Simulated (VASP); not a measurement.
# Y (P6_3/mmc) in VASP: notebook

Runs on Y. Level: r2SCAN. Tasks: single point.

All numbers are computed with VASP 6.6.1; they aren't measurements. Logs are shortened: lines on timing, memory, paths and dates and some standing lists are left out, and cuts for length are marked.

## 1. The cell of the first run

It takes space group P6_3/mmc (No. 194, hexagonal). Conventional cell: a = 3.682 Å, b = 3.682 Å, c = 5.697 Å, α = 90.00°, β = 90.00°, γ = 120.00°. Within 4.7 Å of Y (site symmetry -6m2) lie 12 Y at 3.55 to 3.68 Å.

## 2. Single point, r2SCAN

POSCAR reads:

```
Y
1.0
    3.6822121358      0.0000000000      0.0000000000
   -1.8411060679      3.1888892517      0.0000000000
    0.0000000000      0.0000000000      5.6969598044
Y
2
Direct
    0.3333333333      0.6666666667      0.2500000000
    0.6666666667      0.3333333333      0.7500000000
```

INCAR.step1 reads:

```
PREC = Accurate
ENCUT = 520
ISMEAR = 0
SIGMA = 0.1
LREAL = F
LASPH = T
NELM = 80
NBANDS = 18
GGA = PE
ALGO = Normal
EDIFF = 1E-4
LWAVE = T
LCHARG = F
```

INCAR.step2 reads:

```
PREC = Accurate
ENCUT = 520
EDIFF = 1E-6
ISMEAR = 0
SIGMA = 0.1
LREAL = F
LASPH = T
NELM = 80
ALGO = Normal
ISIF = 2
LWAVE = F
LCHARG = F
METAGGA = R2SCAN
LMIXTAU = T
NBANDS = 18
ISTART = 1
```

KPOINTS reads:

```
regular mesh
0
Gamma
  12 12 8
```

Potentials or basis: VASP PAW PBE potentials, release 64 (Y_sv).

Run with:

```sh
> cat potpaw_PBE.64/Y_sv/POTCAR > POTCAR
> cp INCAR.step1 INCAR
> mpirun -np 1 vasp_std > vasp.out
> cp INCAR.step2 INCAR
> mpirun -np 1 vasp_std > vasp.out
```

OUTCAR:

```text
PREC = Accurate
   ENCUT = 520
   EDIFF = 1E-6
   ISMEAR = 0
   LREAL = F
   LASPH = T
   NELM = 80
   ISIF = 2
   METAGGA = R2SCAN
   ISTART = 1

 ion  position               nearest neighbor table
   1  0.333  0.667  0.250-   2 3.55   2 3.55   2 3.55   2 3.55   2 3.55   2 3.55
   2  0.667  0.333  0.750-   1 3.55   1 3.55   1 3.55   1 3.55   1 3.55   1 3.55

  LATTYP: Found a hexagonal cell.
 ALAT       =     3.6822121358
 C/A-ratio  =     1.5471568705

  Lattice vectors:

 A1 = (   3.6822121358,   0.0000000000,   0.0000000000)
 A2 = (  -1.8411060679,   3.1888892517,   0.0000000000)
 A3 = (   0.0000000000,   0.0000000000,   5.6969598044)

Analysis of symmetry for initial positions (statically):
=====================================================================
 Subroutine PRICEL returns:
 Original cell was already a primitive cell.

 Routine SETGRP: Setting up the symmetry group for a
 hexagonal supercell.

 Subroutine GETGRP returns: Found 24 space group operations
 (whereof 12 operations were pure point group operations)
 out of a pool of 24 trial point group operations.

The static configuration has the point symmetry D_3d.
 The point group associated with its full space group is D_6h.

Analysis of symmetry for dynamics (positions and initial velocities):
=====================================================================
 Subroutine PRICEL returns:
 Original cell was already a primitive cell.

 Routine SETGRP: Setting up the symmetry group for a
 hexagonal supercell.

 Subroutine GETGRP returns: Found 24 space group operations
 (whereof 12 operations were pure point group operations)
 out of a pool of 24 trial point group operations.

The dynamic configuration has the point symmetry D_3d.
 The point group associated with its full space group is D_6h.

 Subroutine INISYM returns: Found 24 space group operations
 (whereof 12 operations are pure point group operations),
 and found     1 'primitive' translations

----------------------------------------------------------------------------------------

                                     Primitive cell

  volume of cell :      66.8947

  direct lattice vectors                    reciprocal lattice vectors
     3.682212136  0.000000000  0.000000000     0.271575880  0.156794407  0.000000000
    -1.841106068  3.188889252  0.000000000     0.000000000  0.313588814  0.000000000
     0.000000000  0.000000000  5.696959804     0.000000000  0.000000000  0.175532220

  length of vectors
     3.682212136  3.682212136  5.696959804     0.313588814  0.313588814  0.175532220

  position of ions in fractional coordinates (direct lattice)
     0.333333333  0.666666667  0.250000000
     0.666666667  0.333333333  0.750000000

  ion indices of the primitive-cell ions
   primitive index   ion index
                 1           1
                 2           2

----------------------------------------------------------------------------------------

 KPOINTS: regular mesh

Automatic generation of k-mesh.
 Grid dimensions read from file:
 generate k-points for:   12   12    8

 Generating k-lattice:

  Cartesian coordinates                     Fractional coordinates (reciprocal lattice)
     0.022631323  0.013066201  0.000000000     0.083333333  0.000000000  0.000000000
     0.000000000  0.026132401  0.000000000     0.000000000  0.083333333  0.000000000
     0.000000000  0.000000000  0.021941527     0.000000000  0.000000000  0.125000000

  Length of vectors
     0.026132401  0.026132401  0.021941527

  Shift w.r.t. Gamma in fractional coordinates (k-lattice)
     0.000000000  0.000000000  0.000000000

 Subroutine IBZKPT returns following result:
 ===========================================

 Found     95 irreducible k-points:

 Following reciprocal coordinates:
            Coordinates               Weight
  0.000000  0.000000  0.000000      1.000000
  0.083333  0.000000  0.000000      6.000000
  0.166667  0.000000  0.000000      6.000000
  0.250000  0.000000  0.000000      6.000000
  0.333333  0.000000  0.000000      6.000000
  0.416667  0.000000  0.000000      6.000000
[... 16 lines left out ...]
  0.250000  0.000000  0.125000     12.000000
  0.333333  0.000000  0.125000     12.000000
 [... further k-points ...]
   k-points           NKPTS =     95   k-points in BZ     NKDIM =     95   number of bands    NBANDS=     18
   number of dos      NEDOS =    301   number of ions     NIONS =      2
   total plane-waves  NPLWV =  32928
   dimension x,y,z NGX =    28 NGY =   28 NGZ =   42
   dimension x,y,z NGXF=    56 NGYF=   56 NGZF=   84
   ions per type =               2
   NGX,Y,Z   is equivalent  to a cutoff of  12.64, 12.64, 12.26 a.u.
   NGXF,Y,Z  is equivalent  to a cutoff of  25.28, 25.28, 24.51 a.u.
 SYSTEM =  unknown system
   PREC   = accura    normal or accurate (medium, high low for compatibility)
   ISTART =      1    job   : 0-new  1-cont  2-samecut
   ICHARG =      0    charge: 1-file 2-atom 10-const
   ISPIN  =      1    spin polarized calculation?
   LNONCOLLINEAR =      F non collinear calculations
   LSORBIT =      F    spin-orbit coupling
   LASPH  =      T    aspherical Exc in radial PAW
   ENCUT  =  520.0 eV  38.22 Ry    6.18 a.u.   6.85  6.85 10.59*2*pi/ulx,y,z
   NELM   =     80;   NELMIN=  2; NELMDL=  0     # of ELM steps
   EDIFF  = 0.1E-05   stopping-criterion for ELM
   LREAL  =      F    real-space projection
   EDIFFG = 0.1E-04   stopping-criterion for IOM
   NSW    =      0    number of steps for IOM
   IBRION =     -1    ionic relax: 0-MD 1-quasi-New 2-CG
   NFREE  =      0    steps in history (QN), initial steepest desc. (CG)
   ISIF   =      2    stress and relaxation
   ISYM   =      2    0-nonsym 1-usesym 2-fastsym
   POTIM  = 0.5000    time-step for ionic-motion
   TEBEG  =    0.0;   TEEND  =   0.0 temperature during run
   PSTRESS=    0.0 pullay stress
   NELECT =      22.0000    total number of electrons
   NUPDOWN=      -1.0000    fix difference up-down
   EMIN   =  10.00;   EMAX   =-10.00  energy-range for DOS
   EFERMI =   0.00;   METHOD = LEGACY
   ISMEAR =     0;   SIGMA  =   0.10  broadening in eV -4-tet -1-fermi 0-gaus
   EFERMI_NEDOS =   21; number of points for ismear=-14 and -15
   IALGO  =     38    algorithm
   IMIX   =      4    mixing-type and parameters
     AMIX     =   0.40;   BMIX     =  1.00
     AMIX_MAG =   1.60;   BMIX_MAG =  1.00
  volume/ion in A,a.u.               =      33.45       225.71
  Fermi-wavevector in a.u.,A,eV,Ry     =   1.130018  2.135424 17.373825  1.276940
  Thomas-Fermi vector in A             =   2.266713
   LORBIT       =      0    0 simple, 1 ext, 2 COOP (PROOUT), +10 PAW based schemes
   METAGGA = R2SCAN    functional components
   LHFCALC =     F    Hartree Fock is set to
   AEXX    =    0.0000 exact exchange contribution
   IVDW    =     0    specifies the selected vdW correction
   LEPSILON=     F    determine dielectric tensor
   LRPA    =     F    only Hartree local field effects (RPA)
 non-spin polarized calculation
 Gauss-broadening in eV      SIGMA  =   0.10
  energy-cutoff  :      520.00
  volume of cell :       66.89
 maximum number of plane-waves:      1830
 NGX is ok and might be reduce to    28
   NGX = 13   NGY = 13   NGZ = 21

 number of electron      21.9999999 magnetization

 Free energy of the ion-electron system (eV)
  ---------------------------------------------------
  ext. energy  EPLUGINS =         0.00000000
  ---------------------------------------------------
  free energy    TOTEN  =       -40.55220973 eV

  energy without entropy =      -40.53457311  energy(sigma->0) =      -40.54339142

 E-fermi :   2.9411     XC(G=0):  -9.9938

 val. band max:        2.9377101879   @ k =   0.2500   0.0833   0.3750
 cond. band min:       2.9504616909   @ k =   0.2500   0.1667   0.2500
 fundamental gap:      0.0127515030
 Fermi energy:         2.9411140177

 k-point     1 :       0.0000    0.0000    0.0000
  band No.  band energies     occupation
      1     -41.2803      2.00000
      2     -41.2025      2.00000
      3     -20.9108      2.00000
      4     -20.4294      2.00000
      5     -20.4294      2.00000
      6     -20.3370      2.00000
[... 10 lines left out ...]
     17       5.9636      0.00000
     18       5.9636      0.00000

 k-point     2 :       0.0833    0.0000    0.0000
  band No.  band energies     occupation
      1     -41.2769      2.00000
      2     -41.2015      2.00000
      3     -20.8984      2.00000
      4     -20.4530      2.00000
      5     -20.4377      2.00000
      6     -20.3620      2.00000
[... 10 lines left out ...]
     17       5.7600      0.00000
     18       5.8156      0.00000

 k-point     3 :       0.1667    0.0000    0.0000
  band No.  band energies     occupation
      1     -41.2674      2.00000
      2     -41.1988      2.00000
      3     -20.8630      2.00000
      4     -20.5179      2.00000
      5     -20.4597      2.00000
      6     -20.4284      2.00000
[... 10 lines left out ...]
     17       6.0067      0.00000
     18       6.0798      0.00000

 k-point     4 :       0.2500    0.0000    0.0000
  band No.  band energies     occupation
      1     -41.2537      2.00000
      2     -41.1959      2.00000
      3     -20.8095      2.00000
      4     -20.6073      2.00000
      5     -20.5156      2.00000
      6     -20.4883      2.00000
[... 10 lines left out ...]
     17       6.5066      0.00000
     18       6.6662      0.00000

 k-point     5 :       0.3333    0.0000    0.0000
  band No.  band energies     occupation
      1     -41.2388      2.00000
      2     -41.1941      2.00000
      3     -20.7462      2.00000
      4     -20.6973      2.00000
      5     -20.5991      2.00000
      6     -20.5159      2.00000
[... 10 lines left out ...]
     17       7.1512      0.00000
     18       7.3813      0.00000

 k-point     6 :       0.4167    0.0000    0.0000
  band No.  band energies     occupation
      1     -41.2262      2.00000
      2     -41.1945      2.00000
      3     -20.7632      2.00000
      4     -20.6867      2.00000
      5     -20.6582      2.00000
      6     -20.5355      2.00000
[... 10 lines left out ...]
     17       7.9875      0.00000
     18       8.0914      0.00000

 k-point     7 :       0.5000    0.0000    0.0000
  band No.  band energies     occupation
      1     -41.2208      2.00000
      2     -41.1954      2.00000
      3     -20.7873      2.00000
      4     -20.6795      2.00000
      5     -20.6586      2.00000
      6     -20.5425      2.00000
[... 10 lines left out ...]
     17       8.5895      0.00000
     18       8.7899      0.00000

 k-point     8 :       0.0833    0.0833    0.0000
  band No.  band energies     occupation
      1     -41.2704      2.00000
      2     -41.1997      2.00000
      3     -20.8745      2.00000
      4     -20.4923      2.00000
      5     -20.4623      2.00000
      6     -20.3998      2.00000
[... 10 lines left out ...]
     17       5.8066      0.00000
     18       6.0248      0.00000
[... 229 lines left out ...]
     17       7.9510      0.00000
     18       8.3964      0.00000

 k-point    20 :       0.0000    0.0000    0.1250
  band No.  band energies     occupation
      1     -41.2773      2.00000
      2     -41.2055      2.00000
      3     -20.8890      2.00000
      4     -20.4259      2.00000
      5     -20.4259      2.00000
      6     -20.3406      2.00000
[... 10 lines left out ...]
     17       6.1473      0.00000
     18       6.1473      0.00000

 k-point    21 :       0.0833    0.0000    0.1250
  band No.  band energies     occupation
      1     -41.2740      2.00000
      2     -41.2044      2.00000
      3     -20.8780      2.00000
      4     -20.4488      2.00000
      5     -20.4340      2.00000
      6     -20.3746      2.00000
[... 10 lines left out ...]
     17       6.0489      0.00000
     18       6.0841      0.00000

 k-point    22 :       0.1667    0.0000    0.1250
  band No.  band energies     occupation
      1     -41.2648      2.00000
      2     -41.2015      2.00000
      3     -20.8472      2.00000
      4     -20.5114      2.00000
      5     -20.4555      2.00000
      6     -20.4450      2.00000
[... 10 lines left out ...]
     17       6.1011      0.00000
     18       6.1934      0.00000

 k-point    23 :       0.2500    0.0000    0.1250
  band No.  band energies     occupation
      1     -41.2515      2.00000
      2     -41.1981      2.00000
      3     -20.8043      2.00000
      4     -20.5947      2.00000
      5     -20.5322      2.00000
      6     -20.4835      2.00000
[... 10 lines left out ...]
     17       6.5785      0.00000
     18       6.6247      0.00000

 k-point    24 :       0.3333    0.0000    0.1250
  band No.  band energies     occupation
      1     -41.2371      2.00000
      2     -41.1958      2.00000
      3     -20.7735      2.00000
      4     -20.6610      2.00000
      5     -20.6117      2.00000
      6     -20.5105      2.00000
[... 10 lines left out ...]
     17       7.1582      0.00000
     18       7.3029      0.00000

 [... further k-points ...]
[... 5 lines left out ...]
  --------------------------------------------------------------------------------------
  -------------------------------------------------------------------------------------
  Total        0.0034072      0.0034072      0.0165723      0.0000000     -0.0000000      0.0000000
  in kB        0.0816059      0.0816059      0.3969182      0.0000000     -0.0000000      0.0000000
  external PRESSURE =       0.1867100 kB  Pullay stress =       0.0000000 kB

 VOLUME and BASIS-vectors are now :
 -----------------------------------------------------------------------------
  energy-cutoff  :      520.00
  volume of cell :       66.89
      direct lattice vectors                 reciprocal lattice vectors
     3.682212136  0.000000000  0.000000000     0.271575880  0.156794407  0.000000000
    -1.841106068  3.188889252  0.000000000     0.000000000  0.313588814  0.000000000
     0.000000000  0.000000000  5.696959804     0.000000000  0.000000000  0.175532220

 POSITION                                       TOTAL-FORCE (eV/Angst)
 -----------------------------------------------------------------------------------
     -0.00000      2.12593      1.42424        -0.000000      0.000000      0.000000
      1.84111      1.06296      4.27272         0.000000     -0.000000      0.000000
 -----------------------------------------------------------------------------------
    total drift:                               -0.000000      0.000000     -0.000000

  FREE ENERGIE OF THE ION-ELECTRON SYSTEM (eV)
  ---------------------------------------------------
  free  energy   TOTEN  =       -40.5522097349 eV

  energy  without entropy=      -40.5345731074  energy(sigma->0) =      -40.54339142
```

Run time: 3.2 min. Hardware: 1 thread of Intel Xeon 6975P-C (Granite Rapids), shared host; peak memory 0.25 GiB.

What came out:

```yaml
Free_energy: -40.5522 eV
Pressure: 0.0 GPa
Band_gap_on_the_k_mesh: zero (bands 11 and 12 overlap by 1.68 eV)
```

Caveat: the PAW data sets were made with another functional, which shifts forces and pressure a little.

## 3. Single point, r2SCAN

POSCAR is that of step 2.

INCAR.step1, as its differences from that of step 2:

```diff
@@ -6,3 +6,3 @@
 LASPH = T
-NELM = 80
+NELM = 100
 NBANDS = 18
```

INCAR.step2, as its differences from that of step 2:

```diff
@@ -7,3 +7,3 @@
 LASPH = T
-NELM = 80
+NELM = 100
 ALGO = Normal
```

KPOINTS reads:

```
Automatic mesh
0
Gamma
  18 18 10
```

Potentials or basis: VASP PAW PBE potentials, release 64 (Y_sv).

Run with:

```sh
> cat potpaw_PBE.64/Y_sv/POTCAR > POTCAR
> cp INCAR.step1 INCAR
> mpirun -np 1 vasp_std > vasp.out
> cp INCAR.step2 INCAR
> mpirun -np 1 vasp_std > vasp.out
```

Run time: 6.4 min. Hardware: 1 thread of Intel Xeon 6975P-C (Granite Rapids), shared host; peak memory 0.37 GiB.

Results (log left out):

* Free energy: -40.5515 eV
* Pressure: 0.0 GPa
* Band gap on the k mesh: zero (bands 11 and 12 overlap by 1.69 eV)

Levels at points of the mesh, in eV from the Fermi level:
```tsv
k point	band 9	band 10	band 11	band 12	band 13	band 14
(0.00, 0.00, 0.00)	-4.88	-1.84	0.79	1.95	1.95	2.41
(0.50, 0.00, 0.00)	-1.72	-1.18	-0.78	-0.28	1.55	1.64
(0.00, 0.00, 0.50)	-3.38	-3.38	1.12	1.12	1.87	1.87
(0.50, 0.00, 0.50)	-1.64	-1.64	0.11	0.11	1.37	1.37
```

Caveat: the PAW data sets were made with another functional, which shifts forces and pressure a little.
